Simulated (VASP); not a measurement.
Runs of VASP 6.6.1 on Si5Br2. The structure is that of space group Pmmm (No. 47), or close to it. The cells are those of the table. 

| task | cell | k mesh | cutoff (eV) | gap on the mesh (eV) | pressure (GPa) | largest force (eV/Å) |
| --- | --- | --- | --- | --- | --- | --- |
| single point | a = 4.501, b = 4.770, c = 7.610 Å, 7 atoms | 4 × 4 × 2 | 520 | none | (a) | 1.19 |
| single point | a = 5.287, b = 5.251, c = 7.801 Å, 7 atoms | 4 × 4 × 2 | 520 | none | 0.1 | - |
| relaxation of cell and atoms | relaxed from a = 4.501, b = 4.770, c = 7.610 Å, 7 atoms | 4 × 4 × 2 | 600 | none | 0.0 | 0.01 |
| single point | a = 5.214, b = 5.207, c = 7.922 Å, 7 atoms | 8 × 8 × 6 | 520 | none | 0.0 | - |

Alike in all rows: level PBE; potentials or basis VASP PAW PBE potentials, release 64 (Si, Br); no spin polarisation; smearing gaussian 0.1 eV.

Q: Estimate the missing entries.

A: (a) 13.1.

Caveats: some runs use coarse meshes; forces of over 1 eV/Å act on the atoms, so gaps and moduli don't describe the material at rest (some runs).

A k mesh can miss the band edges, and the runs leave out spin-orbit coupling on Br.

A gap of «none» marks levels without a gap at the run's occupations.
